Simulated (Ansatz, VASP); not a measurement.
## Two plane-wave programs on BMoW3

```
B Mo W
1.0
     4.19954    0.00000    0.00000
     0.00000    4.19954    0.00000
     0.00000    0.00000    4.19954
B Mo W
1 1 3
Direct
  0.50000 0.50000 0.50000
  0.00000 0.00000 0.00000
  0.50000 0.00000 0.50000
  0.00000 0.50000 0.50000
  0.50000 0.50000 0.00000
```

Alike in both runs: task relaxation of cell and atoms; functional PBE; k mesh 10 × 10 × 10; occupations gaussian, width 0.1 eV; no spin polarisation.

```csv
,VASP,Ansatz
version,VASP 6.6.1,Ansatz 0.2.0
potentials or method,"VASP PAW PBE potentials, release 64 (B, Mo_sv, W_sv), cutoff 600 eV","scalar-relativistic, plane waves, PAW"
valence electrons in the cell,59,59
```

```csv
,VASP,Ansatz,Ansatz less VASP
"gap on the k mesh at the Fermi level, each at its own relaxed structure (eV)",none,none,-
relaxed volume (Å³/atom),14.84,14.82,-0.022
relaxed length of the cell vector where the two differ most in proportion (Å),4.202,4.200,-0.0021
```

A gap of «none» marks a metal or a gap that the smearing closes.

Neither program's run includes spin-orbit coupling.
